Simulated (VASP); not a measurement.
# B4F (C2/m) in VASP: further runs

B4F is run at these levels: PBE; tasks: single point, relaxation of cell and atoms.

All numbers are computed with VASP 6.6.1; they aren't measurements. Logs are shortened: lines on timing, memory, paths and dates and some standing lists are left out, and cuts for length are marked.

**1. The cell of the first run**

It takes space group C2/m (No. 12, monoclinic). The conventional cell has a = 4.167 Å, b = 3.036 Å, c = 6.313 Å, α = 90.00°, β = 95.86°, γ = 90.00°. Within 2.1 Å of B (site symmetry m) lie 1 F at 1.55 Å and 3 B at 1.73 to 1.89 Å. B (site symmetry m) has 4 B at 1.70 to 1.89 Å within 2.3 Å. F (site symmetry 2/m) has 2 B at 1.55 Å within 2.1 Å.

**2. Single point, PBE**

File INCAR:

```
SYSTEM = B4F
PREC     = Accurate       ! precision mode
ENCUT    = 520            ! plane-wave cutoff, eV
EDIFF    = 1E-6           ! SCF threshold, eV
ISMEAR   = 0              ! smearing method
SIGMA    = 0.1            ! smearing width, eV
LREAL    = .FALSE.        ! projectors in reciprocal space
LASPH    = .TRUE.         ! aspherical terms in the spheres
NELM     = 100            ! most SCF steps
ALGO     = Normal         ! electronic algorithm
ISIF     = 2              ! what is computed and relaxed
LWAVE    = .FALSE.        ! write WAVECAR
LCHARG   = .FALSE.        ! write CHGCAR
GGA      = PE             ! functional
NBANDS   = 18             ! bands
```

File KPOINTS:

```
regular mesh
0
G
  16 16 6
  0 0 0
```

File POSCAR:

```
B4F
1.0
    2.0833580271     -1.5181270957     -0.0110361992
    2.0833580271      1.5181270957     -0.0110361992
   -0.6109798814      0.0000000000      6.2838254197
B F
4 1
Direct
    0.9589987092      0.9589987092      0.7539500769
    0.5228216241      0.5228216241      0.6350265796
    0.4771783759      0.4771783759      0.3649734204
    0.0410012908      0.0410012908      0.2460499231
    0.0000000000      0.0000000000      0.0000000000
```

Potentials or basis: VASP PAW PBE potentials, release 64 (B, F).

Command:

```sh
$ cat potpaw_PBE.64/B/POTCAR potpaw_PBE.64/F/POTCAR > POTCAR
$ mpirun -np 1 vasp_std > vasp.out
```

OUTCAR:

```text
SYSTEM = B4F
   PREC = Accurate
   ENCUT = 520
   EDIFF = 1E-6
   ISMEAR = 0
   LREAL = .FALSE.
   LASPH = .TRUE.
   NELM = 100
   ISIF = 2
   GGA = PE

 ion  position               nearest neighbor table
   1  0.959  0.959  0.754-   5 1.55   2 1.73   2 1.73   2 1.89
   2  0.523  0.523  0.635-   3 1.70   1 1.73   1 1.73   1 1.89
   3  0.477  0.477  0.365-   2 1.70   4 1.73   4 1.73   4 1.89
   4  0.041  0.041  0.246-   5 1.55   3 1.73   3 1.73   3 1.89
   5  0.000  0.000  0.000-   1 1.55   4 1.55

  LATTYP: Found a base centered monoclinic cell.
 ALAT       =     4.1667745160
 B/A-ratio  =     0.7286821448
 C/A-ratio  =     1.5151908227
 COS(beta)  =    -0.1020452150

  Lattice vectors:

 A1 = (   2.0833580271,  -1.5181270957,  -0.0110361992)
 A2 = (   2.0833580271,   1.5181270957,  -0.0110361992)
 A3 = (  -0.6109798814,   0.0000000000,   6.2838254197)

Analysis of symmetry for initial positions (statically):
=====================================================================
 Subroutine PRICEL returns:
 Original cell was already a primitive cell.

 Routine SETGRP: Setting up the symmetry group for a
 base centered monoclinic supercell.

 Subroutine GETGRP returns: Found  4 space group operations
 (whereof  4 operations were pure point group operations)
 out of a pool of  4 trial point group operations.

The static configuration has the point symmetry C_2h.

Analysis of symmetry for dynamics (positions and initial velocities):
=====================================================================
 Subroutine PRICEL returns:
 Original cell was already a primitive cell.

 Routine SETGRP: Setting up the symmetry group for a
 base centered monoclinic supercell.

 Subroutine GETGRP returns: Found  4 space group operations
 (whereof  4 operations were pure point group operations)
 out of a pool of  4 trial point group operations.

The dynamic configuration has the point symmetry C_2h.

 Subroutine INISYM returns: Found  4 space group operations
 (whereof  4 operations are pure point group operations),
 and found     1 'primitive' translations

----------------------------------------------------------------------------------------

                                     Primitive cell

[... 95 lines left out ...]
   NELM   =    100;   NELMIN=  2; NELMDL= -5     # of ELM steps
   EDIFF  = 0.1E-05   stopping-criterion for ELM
   LREAL  =      F    real-space projection
   EDIFFG = 0.1E-04   stopping-criterion for IOM
   NSW    =      0    number of steps for IOM
   IBRION =     -1    ionic relax: 0-MD 1-quasi-New 2-CG
   NFREE  =      0    steps in history (QN), initial steepest desc. (CG)
   ISIF   =      2    stress and relaxation
   ISYM   =      2    0-nonsym 1-usesym 2-fastsym
   POTIM  = 0.5000    time-step for ionic-motion
   TEBEG  =    0.0;   TEEND  =   0.0 temperature during run
   PSTRESS=    0.0 pullay stress
   NELECT =      19.0000    total number of electrons
   NUPDOWN=      -1.0000    fix difference up-down
   EMIN   =  10.00;   EMAX   =-10.00  energy-range for DOS
   EFERMI =   0.00;   METHOD = LEGACY
   ISMEAR =     0;   SIGMA  =   0.10  broadening in eV -4-tet -1-fermi 0-gaus
   EFERMI_NEDOS =   21; number of points for ismear=-14 and -15
   IALGO  =     38    algorithm
   IMIX   =      4    mixing-type and parameters
     AMIX     =   0.40;   BMIX     =  1.00
     AMIX_MAG =   1.60;   BMIX_MAG =  1.00
  volume/ion in A,a.u.               =       7.95        53.62
  Fermi-wavevector in a.u.,A,eV,Ry     =   1.280241  2.419306 22.300197  1.639018
  Thomas-Fermi vector in A             =   2.412681
   LORBIT       =      0    0 simple, 1 ext, 2 COOP (PROOUT), +10 PAW based schemes
   GGA     = PE    functional components
   LHFCALC =     F    Hartree Fock is set to
   AEXX    =    0.0000 exact exchange contribution
   IVDW    =     0    specifies the selected vdW correction
   LEPSILON=     F    determine dielectric tensor
   LRPA    =     F    only Hartree local field effects (RPA)
 non-spin polarized calculation
 Gauss-broadening in eV      SIGMA  =   0.10
  energy-cutoff  :      520.00
  volume of cell :       39.73
 maximum number of plane-waves:      1090
   NGX =  9   NGY =  9   NGZ = 23

 number of electron      18.9999985 magnetization

 Free energy of the ion-electron system (eV)
  ---------------------------------------------------
  ext. energy  EPLUGINS =         0.00000000
  ---------------------------------------------------
  free energy    TOTEN  =       -28.61475789 eV

  energy without entropy =      -28.61062286  energy(sigma->0) =      -28.61269038

 E-fermi :   5.0508     XC(G=0): -11.2660

 val. band max:        5.0320305357   @ k =   0.1250   0.1250  -0.0000
 cond. band min:       5.0543640810   @ k =  -0.3750   0.1250   0.5000
 fundamental gap:      0.0223335453
 Fermi energy:         5.0507782508

 k-point     1 :       0.0000    0.0000    0.0000
  band No.  band energies     occupation
      1     -22.3576      2.00000
      2      -8.5556      2.00000
      3      -8.0811      2.00000
      4      -3.6187      2.00000
      5      -1.4248      2.00000
      6      -1.0903      2.00000
[... 481 lines left out ...]
      5      -1.7176      2.00000
      6      -1.1967      2.00000
[... 10 lines left out ...]
     17      17.5216      0.00000
     18      17.7485      0.00000

 [... further k-points ...]

------------------------ aborting loop because EDIFF is reached ----------------------------------------

  FORCE on cell =-STRESS in cart. coord.  units (eV):
  Direction    XX          YY          ZZ          XY          YZ          ZX
  --------------------------------------------------------------------------------------
  -------------------------------------------------------------------------------------
  Total       -0.0393719     -0.0341983      0.0785640      0.0000000      0.0000000     -0.0011272
  in kB       -1.5877960     -1.3791543      3.1683413      0.0000000      0.0000000     -0.0454563
  external PRESSURE =       0.0671303 kB  Pullay stress =       0.0000000 kB

 VOLUME and BASIS-vectors are now :
 -----------------------------------------------------------------------------
  energy-cutoff  :      520.00
  volume of cell :       39.73
      direct lattice vectors                 reciprocal lattice vectors
     2.083358027 -1.518127096 -0.011036199     0.240120832 -0.329353189  0.023347084
     2.083358027  1.518127096 -0.011036199     0.240120832  0.329353189  0.023347084
    -0.610979881  0.000000000  6.283825420     0.000843442  0.000000000  0.159220739

 POSITION                                       TOTAL-FORCE (eV/Angst)
 -----------------------------------------------------------------------------------
      3.53523      0.00000      4.71652        -0.002107      0.000000     -0.036064
      1.79046      0.00000      3.97886         0.001755      0.000000      0.000474
      1.76528      0.00000      2.28290        -0.001755      0.000000     -0.000474
      0.02051      0.00000      1.54523         0.002107      0.000000      0.036064
      0.00000      0.00000      0.00000        -0.000000      0.000000      0.000000
 -----------------------------------------------------------------------------------
    total drift:                                0.000000     -0.000000      0.000000

  FREE ENERGIE OF THE ION-ELECTRON SYSTEM (eV)
  ---------------------------------------------------
  free  energy   TOTEN  =       -28.6147578914 eV

  energy  without entropy=      -28.6106228648  energy(sigma->0) =      -28.61269038
```

OSZICAR:

```text
N       E                     dE             d eps       ncg     rms          rms(c)
DAV:   1     0.407187106177E+02    0.40719E+02   -0.86596E+03 15048   0.941E+02
DAV:   2    -0.285391972866E+02   -0.69258E+02   -0.65830E+02 19600   0.195E+02
DAV:   3    -0.303640113965E+02   -0.18248E+01   -0.18026E+01 19060   0.278E+01
DAV:   4    -0.303705150441E+02   -0.65036E-02   -0.64997E-02 19410   0.175E+00
DAV:   5    -0.303705420887E+02   -0.27045E-04   -0.27041E-04 18558   0.111E-01    0.700E+00
DAV:   6    -0.289234986223E+02    0.14470E+01   -0.12506E+00 17094   0.938E+00    0.380E+00
DAV:   7    -0.286284838559E+02    0.29501E+00   -0.81649E-01 19112   0.629E+00    0.129E+00
DAV:   8    -0.286150342533E+02    0.13450E-01   -0.99964E-02 17754   0.218E+00    0.309E-01
DAV:   9    -0.286149155474E+02    0.11871E-03   -0.10578E-02 17970   0.795E-01    0.140E-01
DAV:  10    -0.286147277027E+02    0.18784E-03   -0.16782E-03 17972   0.341E-01    0.257E-02
DAV:  11    -0.286147543689E+02   -0.26666E-04   -0.17891E-04 17006   0.979E-02    0.142E-02
DAV:  12    -0.286147603243E+02   -0.59553E-05   -0.16167E-05 17784   0.368E-02    0.842E-03
DAV:  13    -0.286147579825E+02    0.23417E-05   -0.80393E-06 17888   0.200E-02    0.302E-03
DAV:  14    -0.286147578914E+02    0.91154E-07   -0.78806E-07 11356   0.987E-03
   1 F= -.28614758E+02 E0= -.28612690E+02  d E =-.413503E-02
```

Run time: 3.2 min. Hardware: 1 thread of Intel Xeon Platinum 8259CL at 2.50GHz (Skylake/Cascade Lake), shared host; peak memory 0.34 GiB.

What came out:

```yaml
Free_energy: -28.6148 eV
Pressure: 0.0 GPa
Largest_force: 0.036 eV/Å
```

Forces in eV/Å, atoms in the order of the input:
```
B   -0.002  0.000 -0.036
B    0.002  0.000  0.000
B   -0.002  0.000  0.000
B    0.002  0.000  0.036
F    0.000  0.000  0.000
```

Caveat: an odd number of electrons without spin polarisation forces a metal; a magnetic or distorted state may lie lower.

**3. Relaxation of cell and atoms, PBE**

File INCAR:

```
SYSTEM = B4F
  PREC = Accurate
  ENCUT = 600
  EDIFF = 1E-6
  ISMEAR = 0
  SIGMA = 0.1
  LREAL = .False.
  LASPH = .True.
  NELM = 100
  ALGO = Normal
  ISIF = 3
  LWAVE = .False.
  LCHARG = .False.
  GGA = PE
  IBRION = 2
  NSW = 100
  EDIFFG = -0.01
```

File KPOINTS:

```
Automatic mesh
0
Gamma
  16 16 6
  0 0 0
```

File POSCAR:

```
B4F
1.0
    2.0814214067     -1.5217333117      0.0000000000
    2.0814214067      1.5217333117      0.0000000000
   -0.5771403558      0.0000000000      6.2808409076
B F
4 1
Direct
    0.9647894722      0.9647894722      0.7537550625
    0.5190971356      0.5190971356      0.6356812476
    0.4809028644      0.4809028644      0.3643187524
    0.0352105278      0.0352105278      0.2462449375
    0.0000000000      0.0000000000      0.0000000000
```

Potentials or basis: VASP PAW PBE potentials, release 64 (B, F).

Command:

```sh
$ cat potpaw_PBE.64/B/POTCAR potpaw_PBE.64/F/POTCAR > POTCAR
$ mpirun -np 1 vasp_std > vasp.out
```

OUTCAR:

```text
SYSTEM = B4F
   PREC = Accurate
   ENCUT = 600
   EDIFF = 1E-6
   ISMEAR = 0
   LREAL = .False.
   LASPH = .True.
   NELM = 100
   ISIF = 3
   GGA = PE
   IBRION = 2
   NSW = 100
   EDIFFG = -0.01

 ion  position               nearest neighbor table
   1  0.965  0.965  0.754-   5 1.55   2 1.72   2 1.72   2 1.93
   2  0.519  0.519  0.636-   3 1.70   1 1.72   1 1.72   1 1.93
   3  0.481  0.481  0.364-   2 1.70   4 1.72   4 1.72   4 1.93
   4  0.035  0.035  0.246-   5 1.55   3 1.72   3 1.72   3 1.93
   5  0.000  0.000  0.000-   1 1.55   4 1.55

  LATTYP: Found a base centered monoclinic cell.
 ALAT       =     4.1628428134
 B/A-ratio  =     0.7311029409
 C/A-ratio  =     1.5151428686
 COS(beta)  =    -0.0915035291

  Lattice vectors:

 A1 = (   2.0814214067,  -1.5217333117,   0.0000000000)
 A2 = (   2.0814214067,   1.5217333117,   0.0000000000)
 A3 = (  -0.5771403558,   0.0000000000,   6.2808409076)

Analysis of symmetry for initial positions (statically):
=====================================================================
 Subroutine PRICEL returns:
 Original cell was already a primitive cell.

 Routine SETGRP: Setting up the symmetry group for a
 base centered monoclinic supercell.

 Subroutine GETGRP returns: Found  4 space group operations
 (whereof  4 operations were pure point group operations)
[... 368 lines left out ...]

 number of electron      19.0000003 magnetization

 Free energy of the ion-electron system (eV)
  ---------------------------------------------------
  ext. energy  EPLUGINS =         0.00000000
  ---------------------------------------------------
  free energy    TOTEN  =       -28.62150364 eV

  energy without entropy =      -28.61737276  energy(sigma->0) =      -28.61943820

 E-fermi :   5.0581     XC(G=0): -11.2704

 val. band max:        5.0397043806   @ k =  -0.2500   0.5000   0.1667
 cond. band min:       5.0639449031   @ k =  -0.3750   0.1250   0.5000
 fundamental gap:      0.0242405224
 Fermi energy:         5.0581085159

 k-point     1 :       0.0000    0.0000    0.0000
  band No.  band energies     occupation
      1     -22.3330      2.00000
      2      -8.5431      2.00000
      3      -8.0904      2.00000
      4      -3.6133      2.00000
      5      -1.3976      2.00000
      6      -1.0619      2.00000
      7      -0.0022      2.00000
      8       5.9074      0.00000
      9       6.6391      0.00000
     10       9.7001      0.00000
     11      10.1027      0.00000
     12      10.3379      0.00000
     13      10.6069      0.00000
[... 354 lines left out ...]
  band No.  band energies     occupation
      1     -22.2897      2.00000
      2      -8.4072      2.00000
      3      -7.9069      2.00000
      4      -3.5459      2.00000
      5      -1.6931      2.00000
      6      -1.1686      2.00000
      7       0.3169      2.00000
      8       5.3456      0.00005
      9       5.9686      0.00000
     10       8.6693      0.00000
     11       9.5244      0.00000
     12      10.4835      0.00000
     13      10.5333      0.00000

 [... further k-points ...]

------------------------ aborting loop because EDIFF is reached ----------------------------------------

  FORCE on cell =-STRESS in cart. coord.  units (eV):
  Direction    XX          YY          ZZ          XY          YZ          ZX
  --------------------------------------------------------------------------------------
  -------------------------------------------------------------------------------------
  Total        0.0020152      0.0063440     -0.0079549      0.0000000      0.0000000      0.0124303
  in kB        0.0813502      0.2560967     -0.3211261      0.0000000      0.0000000      0.5017896
  external PRESSURE =       0.0054402 kB  Pullay stress =       0.0000000 kB
[... 20 lines left out ...]
  FREE ENERGIE OF THE ION-ELECTRON SYSTEM (eV)
  ---------------------------------------------------
  free  energy   TOTEN  =       -28.6215036356 eV

  energy  without entropy=      -28.6173727607  energy(sigma->0) =      -28.61943820

 reached required accuracy - stopping structural energy minimisation
```

OSZICAR:

```text
N       E                     dE             d eps       ncg     rms          rms(c)
DAV:   1     0.607504873062E+02    0.60750E+02   -0.97750E+03 10868   0.146E+03
DAV:   2    -0.274858699701E+02   -0.88236E+02   -0.83887E+02 14155   0.255E+02
DAV:   3    -0.303532833248E+02   -0.28674E+01   -0.28164E+01 13922   0.458E+01
DAV:   4    -0.303778143490E+02   -0.24531E-01   -0.24509E-01 13268   0.416E+00
[... 98 lines left out ...]
DAV:   2    -0.286214845505E+02    0.34722E-06   -0.27487E-06 14077   0.153E-02
  15 F= -.28621485E+02 E0= -.28619419E+02  d E =-.228086E-04
       N       E                     dE             d eps       ncg     rms          rms(c)
DAV:   1    -0.286215057496E+02   -0.20852E-04   -0.97028E-04 10868   0.277E-01    0.123E-02
DAV:   2    -0.286215039962E+02    0.17534E-05   -0.62412E-06 14441   0.298E-02    0.596E-03
DAV:   3    -0.286215036356E+02    0.36055E-06   -0.10000E-06  7719   0.102E-02
  16 F= -.28621504E+02 E0= -.28619438E+02  d E =-.190852E-04
```

CONTCAR:

```text
B4F
   1.00000000000000
     2.0814610979427370   -1.5175070634716965   -0.0114048206479442
     2.0814610979427370    1.5175070634716965   -0.0114048206479442
    -0.6115514479106725    0.0000000000000000    6.2859869767404755
  B               F
     4     1
Direct
     0.9593486706654151    0.9593486706654151    0.7537851478620008
     0.5230221727453145    0.5230221727453145    0.6349318927001749
     0.4769778272546856    0.4769778272546856    0.3650681072998250
     0.0406513293345851    0.0406513293345851    0.2462148521379993
     0.0000000000000000    0.0000000000000000    0.0000000000000000

  0.00000000E+00  0.00000000E+00  0.00000000E+00
  0.00000000E+00  0.00000000E+00  0.00000000E+00
  0.00000000E+00  0.00000000E+00  0.00000000E+00
  0.00000000E+00  0.00000000E+00  0.00000000E+00
  0.00000000E+00  0.00000000E+00  0.00000000E+00
```

Wall time 17 min (1 thread of Intel Xeon Platinum 8259CL at 2.50GHz (Skylake/Cascade Lake), shared host); peak memory 0.37 GiB.

Results:

| Item | Value |
| --- | --- |
| Free energy | -28.6215 eV |
| Relaxed volume | 7.94 Å³/atom |
| Relaxed cell | a = 2.576 Å, b = 2.576 Å, c = 6.316 Å, α = 94.74°, β = 94.74°, γ = 72.19° |
| Space group after relaxing (to 0.05 Å) | C2/m (No. 12) |
| Energy gained by relaxing | 0.6 meV/atom |
| Ionic steps | 16 |
| Pressure after relaxing | 0.0 GPa |
| Largest force after relaxing | 0.007 eV/Å |

Forces on the atoms (eV/Å):
```
B   -0.007  0.000 -0.003
B   -0.002  0.000  0.006
B    0.002  0.000 -0.006
B    0.007  0.000  0.003
F    0.000  0.000  0.000
```

The path:
```
step  energy change (eV)  largest force (eV/Å)  pressure (GPa)  volume (Å³)
   1              0.0000                0.1042           -0.30        39.79
   2             -0.0009                0.0765            0.20        39.70
   3             -0.0009                0.0781            0.17        39.70
   4             -0.0016                0.0611            0.12        39.70
   5             -0.0016                0.0868            0.19        39.69
   6             -0.0022                0.0686            0.02        39.72
   7             -0.0026                0.0314           -0.29        39.77
   8             -0.0028                0.0222           -0.10        39.72
   9             -0.0029                0.0204           -0.01        39.70
  10             -0.0028                0.0221            0.22        39.66
  11             -0.0029                0.0199            0.05        39.69
  12             -0.0029                0.0183            0.01        39.69
  13             -0.0030                0.0212            0.00        39.69
  14             -0.0030                0.0180            0.01        39.69
  15             -0.0030                0.0107            0.01        39.69
  16             -0.0030                0.0071            0.00        39.69
```

Final structure:
```
B F
1.0
     2.08146   -1.51751   -0.01140
     2.08146    1.51751   -0.01140
    -0.61155    0.00000    6.28599
B F
4 1
Direct
  0.95935 0.95935 0.75379
  0.52302 0.52302 0.63493
  0.47698 0.47698 0.36507
  0.04065 0.04065 0.24621
  0.00000 0.00000 0.00000
```

Levels at points of the mesh, in eV from the Fermi level:
| k point | band 7 | band 8 | band 9 | band 10 | band 11 | band 12 |
| --- | --- | --- | --- | --- | --- | --- |
| (0.00, 0.00, 0.00) | -5.06 | 0.85 | 1.58 | 4.64 | 5.04 | 5.28 |
| (0.50, 0.00, 0.00) | -6.34 | -5.27 | -1.88 | 2.13 | 2.68 | 3.67 |
| (0.50, 0.50, 0.00) | -5.03 | -3.52 | -2.95 | -2.24 | -0.91 | 3.67 |
| (0.00, 0.00, 0.50) | -3.32 | 0.51 | 1.72 | 2.02 | 4.50 | 5.99 |
| (0.50, 0.00, 0.50) | -6.15 | -5.35 | -2.69 | 2.43 | 3.20 | 4.89 |
| (0.50, 0.50, 0.50) | -4.31 | -4.08 | -3.52 | -1.54 | -0.30 | 4.06 |

Caveat: an odd number of electrons without spin polarisation forces a metal; a magnetic or distorted state may lie lower.

(Part 1 of 2 ends here.)
